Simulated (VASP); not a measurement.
# Pt (Fm-3m) in VASP: settings compared

Pt is run at these levels: BLYP, LDA, PBE, PBEsol; tasks: single point.

Everything below comes from runs of VASP 6.6.1. Logs are shortened: lines on timing, memory, paths and dates and some standing lists are left out, and cuts for length are marked.

## 1. The cell of the first run

It takes space group Fm-3m (No. 225, cubic). The conventional cell has a = 4.053 Å, b = 4.053 Å, c = 4.053 Å, α = 90.00°, β = 90.00°, γ = 90.00°. Pt (site symmetry m-3m) has 12 Pt at 2.87 Å within 3.8 Å.

## 2. Single point, BLYP

File INCAR:

```
SYSTEM = Pt
PREC     = Accurate       ! precision mode
ENCUT    = 500            ! plane-wave cutoff, eV
EDIFF    = 1E-6           ! SCF threshold, eV
ISMEAR   = -1             ! smearing method
SIGMA    = 0.05           ! smearing width, eV
LREAL    = .False.        ! projectors in reciprocal space
LASPH    = .True.         ! aspherical terms in the spheres
NELM     = 120            ! most SCF steps
ALGO     = Normal         ! electronic algorithm
ISIF     = 2              ! what is computed and relaxed
LWAVE    = .False.        ! write WAVECAR
LCHARG   = .False.        ! write CHGCAR
GGA      = B5             ! functional
ALDAX    = 1.0          
AGGAX    = 1.0          
AGGAC    = 1.0          
ALDAC    = 0.0          
NBANDS   = 15             ! bands
GGA_COMPAT= .False.
```

File KPOINTS:

```
regular mesh
0
Gamma
  12 12 12
  0 0 0
```

File POSCAR:

```
Pt
1.0
    0.0000000000      2.0263536499      2.0263536499
    2.0263536499      0.0000000000      2.0263536499
    2.0263536499      2.0263536499      0.0000000000
Pt
1
Direct
    0.0000000000      0.0000000000      0.0000000000
```

Potentials or basis: VASP PAW PBE potentials, release 64 (Pt_sv_GW).

Command:

```bash
cat potpaw_PBE.64/Pt_sv_GW/POTCAR > POTCAR
mpirun -np 1 vasp_std > vasp.out
```

OUTCAR:

```text
SYSTEM = Pt
   PREC = Accurate
   ENCUT = 500
   EDIFF = 1E-6
   ISMEAR = -1
   LREAL = .False.
   LASPH = .True.
   NELM = 120
   ISIF = 2
   GGA = B5

 ion  position               nearest neighbor table
   1  0.000  0.000  0.000-

  LATTYP: Found a face centered cubic cell.
 ALAT       =     4.0527072998

  Lattice vectors:

 A1 = (   0.0000000000,   2.0263536499,   2.0263536499)
 A2 = (   2.0263536499,   0.0000000000,   2.0263536499)
 A3 = (   2.0263536499,   2.0263536499,   0.0000000000)

Analysis of symmetry for initial positions (statically):
=====================================================================
 Subroutine PRICEL returns:
 Original cell was already a primitive cell.

 Routine SETGRP: Setting up the symmetry group for a
 face centered cubic supercell.

 Subroutine GETGRP returns: Found 48 space group operations
 (whereof 48 operations were pure point group operations)
 out of a pool of 48 trial point group operations.

The static configuration has the point symmetry O_h .

Analysis of symmetry for dynamics (positions and initial velocities):
=====================================================================
 Subroutine PRICEL returns:
 Original cell was already a primitive cell.

 Routine SETGRP: Setting up the symmetry group for a
 face centered cubic supercell.

 Subroutine GETGRP returns: Found 48 space group operations
 (whereof 48 operations were pure point group operations)
 out of a pool of 48 trial point group operations.

The dynamic configuration has the point symmetry O_h .

 Subroutine INISYM returns: Found 48 space group operations
 (whereof 48 operations are pure point group operations),
 and found     1 'primitive' translations

----------------------------------------------------------------------------------------

                                     Primitive cell

  volume of cell :      16.6409

  direct lattice vectors                    reciprocal lattice vectors
     0.000000000  2.026353650  2.026353650    -0.246748636  0.246748636  0.246748636
     2.026353650  0.000000000  2.026353650     0.246748636 -0.246748636  0.246748636
     2.026353650  2.026353650  0.000000000     0.246748636  0.246748636 -0.246748636

  length of vectors
     2.865696814  2.865696814  2.865696814     0.427381175  0.427381175  0.427381175

  position of ions in fractional coordinates (direct lattice)
     0.000000000  0.000000000  0.000000000

  ion indices of the primitive-cell ions
   primitive index   ion index
                 1           1

----------------------------------------------------------------------------------------

 KPOINTS: regular mesh

Automatic generation of k-mesh.
 Grid dimensions read from file:
 generate k-points for:   12   12   12

 Generating k-lattice:

  Cartesian coordinates                     Fractional coordinates (reciprocal lattice)
    -0.020562386  0.020562386  0.020562386     0.083333333  0.000000000  0.000000000
     0.020562386 -0.020562386  0.020562386     0.000000000  0.083333333  0.000000000
     0.020562386  0.020562386 -0.020562386     0.000000000  0.000000000  0.083333333

  Length of vectors
     0.035615098  0.035615098  0.035615098

  Shift w.r.t. Gamma in fractional coordinates (k-lattice)
     0.000000000  0.000000000  0.000000000

 Subroutine IBZKPT returns following result:
 ===========================================

 Found     72 irreducible k-points:

 Following reciprocal coordinates:
            Coordinates               Weight
  0.000000  0.000000  0.000000      1.000000
  0.083333  0.000000  0.000000      8.000000
  0.166667  0.000000  0.000000      8.000000
  0.250000  0.000000  0.000000      8.000000
  0.333333  0.000000  0.000000      8.000000
  0.416667  0.000000  0.000000      8.000000
[... 16 lines left out ...]
  0.500000  0.166667  0.000000     24.000000
 -0.416667  0.166667  0.000000     24.000000
 [... further k-points ...]
   k-points           NKPTS =     72   k-points in BZ     NKDIM =     72   number of bands    NBANDS=     15
   number of dos      NEDOS =    301   number of ions     NIONS =      1
   total plane-waves  NPLWV =  13824
   dimension x,y,z NGX =    24 NGY =   24 NGZ =   24
   dimension x,y,z NGXF=    48 NGYF=   48 NGZF=   48
   ions per type =               1
   NGX,Y,Z   is equivalent  to a cutoff of  13.92, 13.92, 13.92 a.u.
   NGXF,Y,Z  is equivalent  to a cutoff of  27.85, 27.85, 27.85 a.u.
 SYSTEM =  Pt
   PREC   = accura    normal or accurate (medium, high low for compatibility)
   ISTART =      0    job   : 0-new  1-cont  2-samecut
   ICHARG =      2    charge: 1-file 2-atom 10-const
   ISPIN  =      1    spin polarized calculation?
   LNONCOLLINEAR =      F non collinear calculations
   LSORBIT =      F    spin-orbit coupling
   LASPH  =      T    aspherical Exc in radial PAW
   ENCUT  =  500.0 eV  36.75 Ry    6.06 a.u.   5.22  5.22  5.22*2*pi/ulx,y,z
   NELM   =    120;   NELMIN=  2; NELMDL= -5     # of ELM steps
   EDIFF  = 0.1E-05   stopping-criterion for ELM
   LREAL  =      F    real-space projection
   EDIFFG = 0.1E-04   stopping-criterion for IOM
   NSW    =      0    number of steps for IOM
   IBRION =     -1    ionic relax: 0-MD 1-quasi-New 2-CG
   NFREE  =      0    steps in history (QN), initial steepest desc. (CG)
   ISIF   =      2    stress and relaxation
   ISYM   =      2    0-nonsym 1-usesym 2-fastsym
   POTIM  = 0.5000    time-step for ionic-motion
   TEBEG  =    0.0;   TEEND  =   0.0 temperature during run
   PSTRESS=    0.0 pullay stress
   NELECT =      18.0000    total number of electrons
   NUPDOWN=      -1.0000    fix difference up-down
   EMIN   =  10.00;   EMAX   =-10.00  energy-range for DOS
   EFERMI =   0.00;   METHOD = LEGACY
   ISMEAR =    -1;   SIGMA  =   0.05  broadening in eV -4-tet -1-fermi 0-gaus
   EFERMI_NEDOS =   21; number of points for ismear=-14 and -15
   IALGO  =     38    algorithm
   IMIX   =      4    mixing-type and parameters
     AMIX     =   0.40;   BMIX     =  1.00
     AMIX_MAG =   1.60;   BMIX_MAG =  1.00
  volume/ion in A,a.u.               =      16.64       112.30
  Fermi-wavevector in a.u.,A,eV,Ry     =   1.680507  3.175698 38.424282  2.824105
  Thomas-Fermi vector in A             =   2.764230
   LORBIT       =      0    0 simple, 1 ext, 2 COOP (PROOUT), +10 PAW based schemes
   GGA     = B5    functional components
   LHFCALC =     F    Hartree Fock is set to
   AEXX    =    0.0000 exact exchange contribution
   IVDW    =     0    specifies the selected vdW correction
   LEPSILON=     F    determine dielectric tensor
   LRPA    =     F    only Hartree local field effects (RPA)
 non-spin polarized calculation
  energy-cutoff  :      500.00
  volume of cell :       16.64
 maximum number of plane-waves:       444
 NGX is ok and might be reduce to    24
   NGX = 11   NGY = 11   NGZ = 11

 number of electron      18.0000000 magnetization

 Free energy of the ion-electron system (eV)
  ---------------------------------------------------
  ext. energy  EPLUGINS =         0.00000000
  ---------------------------------------------------
  free energy    TOTEN  =        -5.06116581 eV

  energy without entropy =       -5.04449733  energy(sigma->0) =       -5.05283157

 E-fermi :   9.5937     XC(G=0): -12.7810

 val. band max:        9.5911283993   @ k =   0.4167   0.2500   0.0000
 cond. band min:       9.5937763961   @ k =  -0.4167   0.4167   0.1667
 fundamental gap:      0.0026479968
 Fermi energy:         9.5937038373

 k-point     1 :       0.0000    0.0000    0.0000
  band No.  band energies     occupation
      1     -88.0707      2.00000
      2     -42.3846      2.00000
      3     -42.3846      2.00000
      4     -42.3846      2.00000
      5       0.5935      2.00000
      6       6.3503      2.00000
      7       6.3503      2.00000
      8       6.3503      2.00000
      9       8.1713      2.00000
     10       8.1713      2.00000
     11      24.7393      0.00000
     12      28.9865      0.00000
     13      28.9865      0.00000
     14      28.9865      0.00000
     15      34.4848      0.00000

 k-point     2 :       0.0833    0.0000    0.0000
  band No.  band energies     occupation
      1     -88.0696      2.00000
      2     -42.4083      2.00000
      3     -42.3880      2.00000
      4     -42.3880      2.00000
      5       0.8479      2.00000
      6       6.2550      2.00000
      7       6.4439      2.00000
      8       6.4439      2.00000
      9       8.1261      2.00000
     10       8.1261      2.00000
     11      25.0916      0.00000
     12      27.7465      0.00000
     13      29.3437      0.00000
     14      29.3437      0.00000
     15      35.4884      0.00000

 k-point     3 :       0.1667    0.0000    0.0000
  band No.  band energies     occupation
      1     -88.0657      2.00000
      2     -42.4690      2.00000
      3     -42.3972      2.00000
      4     -42.3972      2.00000
      5       1.5556      2.00000
      6       6.0710      2.00000
      7       6.6344      2.00000
      8       6.6344      2.00000
      9       8.0962      2.00000
     10       8.0962      2.00000
     11      25.2673      0.00000
     12      25.9862      0.00000
     13      30.3115      0.00000
     14      30.3115      0.00000
     15      33.4586      0.00000
[... 343 lines left out ...]
 k-point    23 :       0.5000    0.1667    0.0000
  band No.  band energies     occupation
      1     -88.0491      2.00000
      2     -42.6850      2.00000
      3     -42.4844      2.00000
      4     -42.4550      2.00000
      5       3.9720      2.00000
      6       5.8546      2.00000
      7       6.9735      2.00000
      8       6.9903      2.00000
      9       9.6540      0.46065
     10      12.0362      0.00000
     11      15.5531      0.00000
     12      24.6853      0.00000
     13      26.3069      0.00000
     14      26.8668      0.00000
     15      35.9919      0.00000

 k-point    24 :      -0.4167    0.1667    0.0000
  band No.  band energies     occupation
      1     -88.0485      2.00000
      2     -42.6876      2.00000
      3     -42.4953      2.00000
      4     -42.4477      2.00000
      5       4.0212      2.00000
      6       5.8585      2.00000
      7       6.8981      2.00000
      8       7.2916      2.00000
      9       9.3264      1.99051
     10      12.5782      0.00000
     11      15.0625      0.00000
     12      24.0748      0.00000
     13      26.3104      0.00000
     14      27.3355      0.00000
     15      35.6307      0.00000

 [... further k-points ...]

------------------------ aborting loop because EDIFF is reached ----------------------------------------

  FORCE on cell =-STRESS in cart. coord.  units (eV):
  Direction    XX          YY          ZZ          XY          YZ          ZX
  --------------------------------------------------------------------------------------
  -------------------------------------------------------------------------------------
  Total       -0.1838626     -0.1838626     -0.1838626      0.0000000      0.0000000      0.0000000
  in kB      -17.7022411    -17.7022411    -17.7022411      0.0000000      0.0000000      0.0000000
  external PRESSURE =     -17.7022411 kB  Pullay stress =       0.0000000 kB

 VOLUME and BASIS-vectors are now :
 -----------------------------------------------------------------------------
  energy-cutoff  :      500.00
  volume of cell :       16.64
      direct lattice vectors                 reciprocal lattice vectors
     0.000000000  2.026353650  2.026353650    -0.246748636  0.246748636  0.246748636
     2.026353650  0.000000000  2.026353650     0.246748636 -0.246748636  0.246748636
     2.026353650  2.026353650  0.000000000     0.246748636  0.246748636 -0.246748636

 POSITION                                       TOTAL-FORCE (eV/Angst)
 -----------------------------------------------------------------------------------
      0.00000      0.00000      0.00000        -0.000000     -0.000000     -0.000000
 -----------------------------------------------------------------------------------
    total drift:                               -0.000000      0.000000     -0.000000

  FREE ENERGIE OF THE ION-ELECTRON SYSTEM (eV)
  ---------------------------------------------------
  free  energy   TOTEN  =        -5.0611658066 eV

  energy  without entropy=       -5.0444973281  energy(sigma->0) =       -5.05283157
```

Wall time 16 s (1 thread of AMD EPYC 9R45 (Zen 5), shared host); peak memory 0.12 GiB.

Results:

- Free energy: -5.0612 eV
- Pressure: -1.8 GPa
- Band gap on the k mesh: zero (band 9 reaches 9.99 eV, above the bottom of band 10 at 8.10 eV)

Levels at points of the mesh, in eV from the Fermi level:
| k point | band 6 | band 7 | band 8 | band 9 | band 10 | band 11 | band 12 | band 13 |
| --- | --- | --- | --- | --- | --- | --- | --- | --- |
| (0.00, 0.00, 0.00) | -3.24 | -3.24 | -3.24 | -1.42 | -1.42 | 15.15 | 19.39 | 19.39 |
| (0.50, 0.00, 0.00) | -3.29 | -3.29 | 0.01 | 0.01 | 0.22 | 5.14 | 14.72 | 18.32 |
| (0.50, 0.50, 0.00) | -5.64 | -0.03 | 0.39 | 0.39 | 2.22 | 7.87 | 11.22 | 11.22 |

Caveat: the PAW data sets were made with another functional, which shifts forces and pressure a little; spin-orbit coupling is left out, which moves the levels of the heavy elements.

(Part 1 of 2 ends here.)
